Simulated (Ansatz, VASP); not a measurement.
**SrO: VASP beside Ansatz**

POSCAR

```
SrO
1.0
    0.0000000000      2.4508977102      2.6570480877
    2.4508977102      0.0000000000      2.6570480877
    2.4508977102      2.4508977102      0.0000000000
Sr O
1 1
Direct
    0.0000000000      0.0000000000      0.0000000000
    0.5000000000      0.5000000000      0.5000000000
```

Contents of INCAR.step1:

```
ALGO = Normal ; EDIFF = 1E-4
ENCUT = 520 ; GGA = PE
ISMEAR = 0 ; LASPH = T
LCHARG = F ; LREAL = F
LWAVE = T ; NBANDS = 15
NELM = 60 ; PREC = Accurate
SIGMA = 0.01
```

INCAR.step2

```
ALGO = Normal ; EDIFF = 1E-6
ENCUT = 520 ; ISIF = 2
ISMEAR = 0 ; ISTART = 1
LASPH = T ; LCHARG = F
LMIXTAU = T ; LREAL = F
LWAVE = F ; METAGGA = R2SCAN
NBANDS = 15 ; NELM = 60
PREC = Accurate ; SIGMA = 0.01
```

File KPOINTS:

```
k-points
0
Gamma
  8 8 8
```

Input for Ansatz:

```yaml
crystal:
  lattice:
    - [0.0, 2.4508977102, 2.6570480877]
    - [2.4508977102, 0.0, 2.6570480877]
    - [2.4508977102, 2.4508977102, 0.0]
  atoms:
    - { symbol: Sr, position: [0.0, 0.0, 0.0] }
    - { symbol: O, position: [0.5, 0.5, 0.5] }
kpoints:
  mp_grid: { grid: [8, 8, 8] }
  band_path:
    path:
      - [0.0, 0.0, 0.0]
      - [0.5, 0.0, 0.5]
      - [0.625, 0.25, 0.625]
      - [0.375, 0.375, 0.75]
      - [0.5, 0.5, 0.5]
      - [0.5, 0.25, 0.75]
      - [0.0, 0.5, 0.5]
    npoints: 1
hamiltonian:
  xc: r2scan
scf:
  occupations: { method: fixed }
  n_extra_bands: 4
output:
  forces: true
  stress: true
  eigenvalues: true
```

Change from the starting cell: epitaxial_xy strain -5.0%.

Alike in both runs: task single point; functional r2SCAN; k mesh 8 × 8 × 8; no spin polarisation.

|  | VASP | Ansatz |
| --- | --- | --- |
| version | VASP 6.6.1 | Ansatz 0.2.0 |
| potentials or method | VASP PAW PBE potentials, release 64 (Sr_sv, O) | plane waves, PAW |
| plane-wave cutoff (eV) | 520 | 500 |
| occupations | gaussian, width 0.01 eV | fixed |
| valence electrons in the cell | 16 | 16 |

|  | VASP | Ansatz | Ansatz less VASP |
| --- | --- | --- | --- |
| gap on the k mesh at the Fermi level (eV) | 3.49 | 3.54 | +0.045 |
| pressure (GPa) | 10.5 | 9.7 | -0.81 |
| traceless stress, the component that is largest in VASP (GPa) | -10.15 | -9.69 | +0.464 |

VASP's potentials were made for PBE, not for r2SCAN.
